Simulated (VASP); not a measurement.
**Mg: relaxation of cell and atoms with PBEsol**

Crystal: Mg.

```
CELL_PARAMETERS angstrom
0.00000 3.37919 3.37919
3.37919 0.00000 3.37919
3.37919 3.37919 0.00000
ATOMIC_POSITIONS crystal
Mg 0.00000 0.00000 0.00000
Mg 0.25000 0.25000 0.25000
```

This isn't the form of Mg at room conditions, which is hcp.

```yaml
Program: VASP 6.6.1
Task: relaxation of cell and atoms
Functional: PBEsol
Potentials_or_basis: VASP PAW PBE potentials, release 64 (Mg)
Cutoff: 600 eV
k_mesh: 14 × 14 × 14
Occupations: gaussian, width 0.1 eV
Spin: no spin polarisation
Dipole_correction: no
Further_INCAR_settings: ALGO = Normal; EDIFF = 1e-06; IBRION = 2; EDIFFG = -0.01; NSW = 100; ISIF = 3
```

```json
{
 "Relaxed volume": "38.86 Å³/atom",
 "Relaxed cell": "a = 4.790 Å, b = 4.790 Å, c = 4.790 Å, α = 60.00°, β = 60.00°, γ = 60.00°",
 "Space group after relaxing (to 0.1 Å)": "Fd-3m (No. 227)",
 "Energy gained by relaxing": "0.1 meV/atom",
 "Ionic steps": "3",
 "Pressure after relaxing": "0.0 GPa",
 "Band gap on the k mesh": "zero (bands 2 and 3 overlap by 3.81 eV)"
}
```

Step by step:
| step | energy change (eV) | largest force (eV/Å) | pressure (GPa) | volume (Å³) |
| --- | --- | --- | --- | --- |
| 1 | 0.0000 | 0.0000 | 0.09 | 77.17 |
| 2 | -0.0001 | 0.0000 | 0.05 | 77.41 |
| 3 | -0.0001 | 0.0000 | 0.00 | 77.72 |

Final structure:
```
Mg
1.0
     0.00000    3.38710    3.38710
     3.38710    0.00000    3.38710
     3.38710    3.38710    0.00000
Mg
2
Direct
  0.00000 0.00000 0.00000
  0.25000 0.25000 0.25000
```

Levels at points of the mesh, in eV from the Fermi level:
| k point | band 1 | band 2 | band 3 | band 4 | band 5 | band 6 |
| --- | --- | --- | --- | --- | --- | --- |
| (0.00, 0.00, 0.00) | -5.04 | 3.29 | 3.29 | 3.29 | 4.33 | 4.33 |
| (0.50, 0.00, 0.00) | -3.23 | -1.97 | 2.41 | 2.41 | 3.97 | 4.40 |
| (0.50, 0.50, 0.00) | -2.05 | -2.05 | 0.99 | 0.99 | 2.44 | 2.44 |

Wall time 96 s on 1 thread of Oxide Virtual Turin-like Processor, on a shared host, peak memory 0.25 GiB.

Caveat: the PAW data sets were made with another functional, which shifts forces and pressure a little.
